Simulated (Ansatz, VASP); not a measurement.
## Au in VASP and in Ansatz

INCAR

```
PREC = Accurate
ENCUT = 520
EDIFF = 1E-6
ISMEAR = -1
SIGMA = 0.06
LREAL = F
LASPH = T
NELM = 60
ALGO = Normal
ISIF = 2
LWAVE = F
LCHARG = F
GGA = PS
NBANDS = 12
```

The input KPOINTS:

```
regular mesh
0
Gamma
  12 12 12
```

Contents of POSCAR:

```
Au
1.0
    0.0000000000      2.0568105000      2.0568105000
    2.0568105000      0.0000000000      2.0568105000
    2.0568105000      2.0568105000      0.0000000000
Au
1
Direct
    0.0000000000      0.0000000000      0.0000000000
```

Input for Ansatz:

```yaml
crystal:
  atoms:
  - position: [0.0, 0.0, 0.0]
    symbol: Au
  lattice:
  - [0.0, 2.0568105, 2.0568105]
  - [2.0568105, 0.0, 2.0568105]
  - [2.0568105, 2.0568105, 0.0]
hamiltonian:
  dispersion: none
  pseudopotentials:
    kind: all_electron
    lapw: {}
    relativity: scalar
  xc: pbesol
kpoints:
  mp_grid:
    grid: [12, 12, 12]
    shift: [0, 0, 0]
magnetization: {spin_polarized: false}
output: {forces: true, stress: true}
scf:
  occupations: {method: fermi_dirac, width: 0.06}
```

Alike in both runs: task single point; functional PBEsol; k mesh 12 × 12 × 12; occupations fermi-dirac, width 0.06 eV; no spin polarisation.

|  | VASP | Ansatz |
| --- | --- | --- |
| version | VASP 6.6.1 | Ansatz 0.2 development build |
| potentials or method | VASP PAW PBE potentials, release 64 (Au), cutoff 520 eV | all-electron full-potential LAPW, scalar-relativistic |

```tsv
	VASP	Ansatz	Ansatz less VASP
pressure (GPa)	-3.9	-3.7	+0.21
```

VASP's potentials were made for PBE, not for PBEsol. Ansatz ran all-electron here, and VASP with PAW potentials.

Spin-orbit coupling is off throughout.
